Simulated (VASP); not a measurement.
TiAl: single point with PBEsol

The system is TiAl.

```
CELL_PARAMETERS angstrom
0.00000 -3.15608 0.00000
0.00000 0.00000 -3.15608
9.46823 -1.05203 -1.57804
ATOMIC_POSITIONS crystal
Ti 0.75000 0.62500 0.75000
Ti 0.97222 0.95833 0.08333
Ti 0.86111 0.79167 0.41667
Al 0.19444 0.04167 0.91667
Al 0.41667 0.37500 0.25000
Al 0.30556 0.20833 0.58333
```

This cell differs from its parent crystal: the part above a cut slid along it.

* Program: VASP 6.6.1
* Task: single point
* Functional: PBEsol
* Potentials or basis: VASP PAW PBE potentials, release 64 (Ti_sv, Al)
* Cutoff: 520 eV
* k mesh: 14 × 14 × 5
* Occupations: gaussian, width 0.15 eV
* Spin: no spin polarisation
* Dipole correction: no
* Further INCAR settings: ALGO = Fast; EDIFF = 1e-06; NBANDS = 32; ISYM = 0

The pressure is 15.7 GPa. The largest force is 20.765 eV/Å and the band gap on the k mesh is zero (an odd number of electrons rules out a gap without spin polarisation).

Forces in eV/Å, atoms in the order of the input:
```
Ti    0.849  -0.214   0.000
Ti   18.916   7.573   0.000
Ti   -0.149   0.068   0.000
Al  -19.454  -7.264   0.000
Al   -0.142  -0.138   0.000
Al   -0.021  -0.025   0.000
```

Stress tensor (GPa, compression positive):
```
50.30 21.39  0.00
21.39  1.09  0.00
 0.00  0.00 -4.20
```

Levels at points of the mesh, in eV from the Fermi level:
| k point | band 19 | band 20 | band 21 | band 22 | band 23 | band 24 | band 25 | band 26 |
| --- | --- | --- | --- | --- | --- | --- | --- | --- |
| (0.00, 0.00, 0.00) | -1.24 | -1.05 | -0.53 | -0.06 | 0.25 | 0.80 | 0.87 | 1.27 |
| (0.50, 0.00, 0.00) | -1.44 | -1.10 | -0.54 | -0.43 | -0.23 | 0.20 | 0.38 | 0.66 |
| (0.00, 0.50, 0.00) | -1.50 | -1.26 | -0.77 | -0.50 | -0.28 | 0.29 | 0.55 | 0.73 |
| (0.50, 0.50, 0.00) | -2.36 | -2.12 | -1.74 | -1.06 | -0.34 | 0.32 | 0.90 | 1.39 |

Wall time 110 min on 1 thread of Oxide Virtual Turin-like Processor (shared host), peak memory 1.1 GiB.

Caveat: the cell differs from its parent crystal (the part above a cut slid along it); atoms lie so close that the PAW spheres overlap strongly, which falsifies energies and pressures; the stress differs along the axes, from -4 to 50 GPa; the PAW data sets were made with another functional, which shifts forces and pressure a little.
